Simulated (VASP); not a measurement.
# Na (Im-3m) in VASP: further runs

Na is run at these levels: LDA; tasks: single point, relaxation of cell and atoms.

Program: VASP 6.6.1. These are calculated values, not measurements. Logs are shortened: lines on timing, memory, paths and dates and some standing lists are left out, and cuts for length are marked.

## 1. The cell of the first run

It takes space group Im-3m (No. 229, cubic). The conventional cell has a = 4.056 Å, b = 4.056 Å, c = 4.056 Å, α = 90.00°, β = 90.00°, γ = 90.00°. Na (site symmetry m-3m) has 14 Na at 3.51 to 4.06 Å within 4.6 Å.

## 2. Single point, LDA

Input file INCAR:

```
SYSTEM = Na
PREC = Accurate
ENCUT = 520
EDIFF = 1E-6
ISMEAR = 1
SIGMA = 0.02
LREAL = .False.
LASPH = .True.
NELM = 60
ALGO = Normal
ISIF = 2
LWAVE = .False.
LCHARG = .False.
GGA = CA
NBANDS = 10
```

Input file KPOINTS:

```
regular mesh
0
Gamma
  7 7 7
  0 0 0
```

Input file POSCAR:

```
Na
1.0
   -2.0281648716      2.0281648716      2.0281648716
    2.0281648716     -2.0281648716      2.0281648716
    2.0281648716      2.0281648716     -2.0281648716
Na
1
Direct
    0.0000000000      0.0000000000      0.0000000000
```

Potentials or basis: VASP PAW LDA potentials, release 64 (Na_pv).

Command:

```
> cat potpaw_LDA.64/Na_pv/POTCAR > POTCAR
> mpirun -np 1 vasp_std > vasp.out
```

OUTCAR:

```text
SYSTEM = Na
   PREC = Accurate
   ENCUT = 520
   EDIFF = 1E-6
   ISMEAR = 1
   LREAL = .False.
   LASPH = .True.
   NELM = 60
   ISIF = 2
   GGA = CA

 ion  position               nearest neighbor table
   1  0.000  0.000  0.000-

  LATTYP: Found a body centered cubic cell.
 ALAT       =     4.0563297432

  Lattice vectors:

 A1 = (  -2.0281648716,   2.0281648716,   2.0281648716)
 A2 = (   2.0281648716,  -2.0281648716,   2.0281648716)
 A3 = (   2.0281648716,   2.0281648716,  -2.0281648716)

Analysis of symmetry for initial positions (statically):
=====================================================================
 Subroutine PRICEL returns:
 Original cell was already a primitive cell.

 Routine SETGRP: Setting up the symmetry group for a
 body centered cubic supercell.

 Subroutine GETGRP returns: Found 48 space group operations
 (whereof 48 operations were pure point group operations)
 out of a pool of 48 trial point group operations.

The static configuration has the point symmetry O_h .

Analysis of symmetry for dynamics (positions and initial velocities):
=====================================================================
 Subroutine PRICEL returns:
 Original cell was already a primitive cell.

 Routine SETGRP: Setting up the symmetry group for a
 body centered cubic supercell.

 Subroutine GETGRP returns: Found 48 space group operations
 (whereof 48 operations were pure point group operations)
 out of a pool of 48 trial point group operations.

The dynamic configuration has the point symmetry O_h .

 Subroutine INISYM returns: Found 48 space group operations
 (whereof 48 operations are pure point group operations),
 and found     1 'primitive' translations

----------------------------------------------------------------------------------------

                                     Primitive cell

  volume of cell :      33.3710

  direct lattice vectors                    reciprocal lattice vectors
    -2.028164872  2.028164872  2.028164872     0.000000000  0.246528281  0.246528281
     2.028164872 -2.028164872  2.028164872     0.246528281  0.000000000  0.246528281
     2.028164872  2.028164872 -2.028164872     0.246528281  0.246528281  0.000000000

  length of vectors
     3.512884604  3.512884604  3.512884604     0.348643639  0.348643639  0.348643639

  position of ions in fractional coordinates (direct lattice)
     0.000000000  0.000000000  0.000000000

  ion indices of the primitive-cell ions
[... 74 lines left out ...]
   NFREE  =      0    steps in history (QN), initial steepest desc. (CG)
   ISIF   =      2    stress and relaxation
   ISYM   =      2    0-nonsym 1-usesym 2-fastsym
   POTIM  = 0.5000    time-step for ionic-motion
   TEBEG  =    0.0;   TEEND  =   0.0 temperature during run
   PSTRESS=    0.0 pullay stress
   NELECT =       7.0000    total number of electrons
   NUPDOWN=      -1.0000    fix difference up-down
   EMIN   =  10.00;   EMAX   =-10.00  energy-range for DOS
   EFERMI =   0.00;   METHOD = LEGACY
   ISMEAR =     1;   SIGMA  =   0.02  broadening in eV -4-tet -1-fermi 0-gaus
   EFERMI_NEDOS =   21; number of points for ismear=-14 and -15
   IALGO  =     38    algorithm
   IMIX   =      4    mixing-type and parameters
     AMIX     =   0.40;   BMIX     =  1.00
     AMIX_MAG =   1.60;   BMIX_MAG =  1.00
  volume/ion in A,a.u.               =      33.37       225.20
  Fermi-wavevector in a.u.,A,eV,Ry     =   0.972712  1.838159 12.873405  0.946169
  Thomas-Fermi vector in A             =   2.103033
   LORBIT       =      0    0 simple, 1 ext, 2 COOP (PROOUT), +10 PAW based schemes
   GGA     = CA    functional components
   LHFCALC =     F    Hartree Fock is set to
   AEXX    =    0.0000 exact exchange contribution
   IVDW    =     0    specifies the selected vdW correction
   LEPSILON=     F    determine dielectric tensor
   LRPA    =     F    only Hartree local field effects (RPA)
 non-spin polarized calculation
 Methfessel and Paxton  Order N= 1 SIGMA  =   0.02
  energy-cutoff  :      520.00
  volume of cell :       33.37
 maximum number of plane-waves:       935
 NGX is ok and might be reduce to    28
   NGX = 13   NGY = 13   NGZ = 13

 number of electron       7.0000010 magnetization

 Free energy of the ion-electron system (eV)
  ---------------------------------------------------
  ext. energy  EPLUGINS =         0.00000000
  ---------------------------------------------------
  free energy    TOTEN  =        -1.45391988 eV

  energy without entropy =       -1.45364897  energy(sigma->0) =       -1.45382958

 E-fermi :   0.3321     XC(G=0):  -7.0300

 val. band max:        0.3238522837   @ k =  -0.2857   0.4286   0.1429
 cond. band min:       0.6793582257   @ k =  -0.4286   0.4286   0.1429
 fundamental gap:      0.3555059420
 Fermi energy:         0.3321329697

 k-point     1 :       0.0000    0.0000    0.0000
  band No.  band energies     occupation
      1     -24.3964      2.00000
      2     -24.3964      2.00000
      3     -24.3964      2.00000
      4      -3.0423      2.00000
      5      12.7932      0.00000
      6      12.7932      0.00000
      7      12.7932      0.00000
      8      13.9666      0.00000
      9      13.9666      0.00000
     10      14.6738      0.00000
[... 235 lines left out ...]
 k-point    20 :      -0.4286    0.4286    0.4286
  band No.  band energies     occupation
      1     -24.4338      2.00000
      2     -24.4321      2.00000
      3     -24.4321      2.00000
      4       3.4418      0.00000
      5       5.4053      0.00000
      6       5.8412      0.00000
      7       5.8412      0.00000
      8       7.0720      0.00000
      9       9.7288      0.00000
     10      19.3116      0.00000

------------------------ aborting loop because EDIFF is reached ----------------------------------------

  FORCE on cell =-STRESS in cart. coord.  units (eV):
  Direction    XX          YY          ZZ          XY          YZ          ZX
  --------------------------------------------------------------------------------------
  -------------------------------------------------------------------------------------
  Total       -0.0119949     -0.0119949     -0.0119949      0.0000000      0.0000000     -0.0000000
  in kB       -0.5758882     -0.5758882     -0.5758882      0.0000000      0.0000000     -0.0000000
  external PRESSURE =      -0.5758882 kB  Pullay stress =       0.0000000 kB

 VOLUME and BASIS-vectors are now :
 -----------------------------------------------------------------------------
  energy-cutoff  :      520.00
  volume of cell :       33.37
      direct lattice vectors                 reciprocal lattice vectors
    -2.028164872  2.028164872  2.028164872     0.000000000  0.246528281  0.246528281
     2.028164872 -2.028164872  2.028164872     0.246528281  0.000000000  0.246528281
     2.028164872  2.028164872 -2.028164872     0.246528281  0.246528281  0.000000000

 POSITION                                       TOTAL-FORCE (eV/Angst)
 -----------------------------------------------------------------------------------
      0.00000      0.00000      0.00000        -0.000000      0.000000     -0.000000
 -----------------------------------------------------------------------------------
    total drift:                                0.000000     -0.000000     -0.000000

  FREE ENERGIE OF THE ION-ELECTRON SYSTEM (eV)
  ---------------------------------------------------
  free  energy   TOTEN  =        -1.4539198788 eV

  energy  without entropy=       -1.4536489676  energy(sigma->0) =       -1.45382958
```

OSZICAR:

```text
N       E                     dE             d eps       ncg     rms          rms(c)
DAV:   1     0.275331563371E+02    0.27533E+02   -0.37773E+03   400   0.577E+02
DAV:   2    -0.928841754801E+00   -0.28462E+02   -0.28360E+02   414   0.148E+02
DAV:   3    -0.145196846911E+01   -0.52313E+00   -0.52277E+00   486   0.220E+01
DAV:   4    -0.145605965097E+01   -0.40912E-02   -0.40910E-02   488   0.195E+00
DAV:   5    -0.145610330216E+01   -0.43651E-04   -0.43651E-04   452   0.197E-01    0.208E-01
DAV:   6    -0.145471941038E+01    0.13839E-02   -0.81993E-04   488   0.376E-01    0.135E-01
DAV:   7    -0.145393478905E+01    0.78462E-03   -0.11728E-03   458   0.377E-01    0.220E-02
DAV:   8    -0.145391960884E+01    0.15180E-04   -0.91374E-05   490   0.156E-01    0.255E-03
DAV:   9    -0.145391987876E+01   -0.26991E-06   -0.35579E-07   300   0.677E-03
   1 F= -.14539199E+01 E0= -.14538296E+01  d E =-.270911E-03
```

Run time: 10 s. Hardware: 1 thread of Intel Xeon 8259CL, shared host; peak memory 0.13 GiB.

Results:

```yaml
Free_energy: -1.4539 eV
Pressure: -0.1 GPa
Band_gap_on_the_k_mesh: zero (an odd number of electrons rules out a gap without spin polarisation)
```

Levels at points of the mesh, in eV from the Fermi level:
```
           k point  band 1  band 2  band 3  band 4  band 5  band 6  band 7  band 8
(0.00, 0.00, 0.00)  -24.73  -24.73  -24.73   -3.37   12.46   12.46   12.46   13.63
```

## 3. Relaxation of cell and atoms, LDA

This run uses another cell than the first one, of 39.26 Å³/atom.

Input file INCAR:

```
SYSTEM = Na
PREC = Accurate
ENCUT = 600
EDIFF = 1E-7
ISMEAR = 1
SIGMA = 0.02
LREAL = .False.
LASPH = .True.
NELM = 100
ALGO = Normal
ISIF = 3
LWAVE = .False.
LCHARG = .False.
IBRION = 2
NSW = 80
EDIFFG = -0.02
```

Input file KPOINTS:

```
Automatic mesh
0
Gamma
  7 7 7
  0 0 0
```

Input file POSCAR:

```
Na
1.0
   -2.1410000000      2.1410000000      2.1410000000
    2.1410000000     -2.1410000000      2.1410000000
    2.1410000000      2.1410000000     -2.1410000000
Na
1
Direct
    0.0000000000      0.0000000000      0.0000000000
```

Potentials or basis: VASP PAW LDA potentials, release 64 (Na_pv).

Command:

```
> cat potpaw_LDA.64/Na_pv/POTCAR > POTCAR
> mpirun -np 1 vasp_std > vasp.out
```

Wall time 23 s (1 thread of Intel Xeon 8259CL, shared host); peak memory 0.14 GiB.

Results (log left out):

```
Free energy                           : -1.4545 eV
Relaxed volume                        : 33.31 Å³/atom
Relaxed cell                          : a = 3.511 Å, b = 3.511 Å, c = 3.511 Å, α = 109.47°, β = 109.47°, γ = 109.47°
Space group after relaxing (to 0.1 Å) : Im-3m (No. 229)
Energy gained by relaxing             : 24.4 meV/atom
Ionic steps                           : 3
Pressure after relaxing               : 0.0 GPa
Band gap on the k mesh                : zero (an odd number of electrons rules out a gap without spin polarisation)
```

Step by step:
| step | energy change (eV) | largest force (eV/Å) | pressure (GPa) | volume (Å³) |
| --- | --- | --- | --- | --- |
| 1 | 0.0000 | 0.0000 | -1.13 | 39.26 |
| 2 | -0.0100 | 0.0000 | -0.95 | 37.71 |
| 3 | -0.0244 | 0.0000 | -0.03 | 33.31 |

Final structure:
```yaml
crystal:
  lattice:
    - [-2.02690, 2.02690, 2.02690]
    - [2.02690, -2.02690, 2.02690]
    - [2.02690, 2.02690, -2.02690]
  atoms:
    - { symbol: Na, position: [0.00000, 0.00000, 0.00000] }
```

Levels at points of the mesh, in eV from the Fermi level:
| k point | band 2 | band 3 | band 4 | band 5 | band 6 | band 7 |
| --- | --- | --- | --- | --- | --- | --- |
| (0.00, 0.00, 0.00) | -24.73 | -24.73 | -3.38 | 12.47 | 12.47 | 12.47 |

Caveat: the volume moved by over 15 % at a fixed basis, so the end points are rough.

The gap in the log of VASP goes by the Fermi energy; the results here count the filled bands.